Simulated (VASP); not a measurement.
# Be3B2Cl3: single point with PBE

Crystal: Be3B2Cl3.

```
Be B Cl
1.0
     4.26258    0.00000    0.00000
     0.00000    4.26258    0.00000
     0.00000    0.00000    6.65088
Be B Cl
3 2 3
Direct
  0.50000 0.50000 0.00000
  0.00000 0.00000 0.50000
  0.50000 0.50000 0.50000
  0.50000 0.00000 0.50000
  0.00000 0.50000 0.50000
  0.50000 0.50000 0.26748
  0.50000 0.50000 0.73252
  0.00000 0.00000 0.00000
```

- Program: VASP 6.6.1
- Task: single point
- Functional: PBE
- Potentials or basis: VASP PAW PBE potentials, release 64 (Be, B, Cl)
- Cutoff: 520 eV
- k mesh: 4 × 4 × 4
- Occupations: gaussian, width 0.1 eV
- Spin: no spin polarisation

| Quantity | Value |
| --- | --- |
| Pressure | 19.9 GPa |
| Largest force | 12.019 eV/Å |

Forces on the atoms (eV/Å):
```
Be    0.000   0.000   0.000
Be    0.000   0.000   0.000
Be    0.000   0.000   0.000
B     0.000   0.000   0.000
B     0.000   0.000   0.000
Cl    0.000   0.000 -12.019
Cl    0.000   0.000  12.019
Cl    0.000   0.000   0.000
```

Stress tensor (GPa, compression positive):
```
-2.13  0.00  0.00
 0.00 -2.13  0.00
 0.00  0.00 64.01
```

Levels at points of the mesh, in eV from the Fermi level:
```
           k point  band 13  band 14  band 15  band 16  band 17  band 18  band 19  band 20  band 21  band 22
(0.00, 0.00, 0.00)    -3.35    -3.35    -1.85    -1.85    -0.04     0.87     0.87     1.11     2.43     4.54
(0.50, 0.00, 0.00)    -3.05    -2.86    -1.82    -1.13    -0.36     0.51     0.95     1.60     1.98     4.38
(0.50, 0.50, 0.00)    -3.25    -2.57    -2.57    -0.46     2.34     2.34     2.53     3.21     3.28     3.28
(0.00, 0.00, 0.50)    -2.87    -2.87    -1.76    -1.76    -0.94     0.96     1.10     1.10     2.82     3.72
(0.50, 0.00, 0.50)    -3.05    -2.99    -1.92    -0.20     0.03     0.57     0.75     1.09     2.80     2.85
(0.50, 0.50, 0.50)    -3.26    -3.26    -2.63    -0.07     1.73     1.73     2.11     2.53     3.49     3.51
```

Run time: 21 s on 1 thread of Intel(R) Xeon(R) 6975P-C (Granite Rapids) (shared host), peak memory 0.22 GiB.

Caveat: the k points lie up to 0.37 Å⁻¹ apart; an odd number of electrons without spin polarisation forces a metal; a magnetic or distorted state may lie lower.
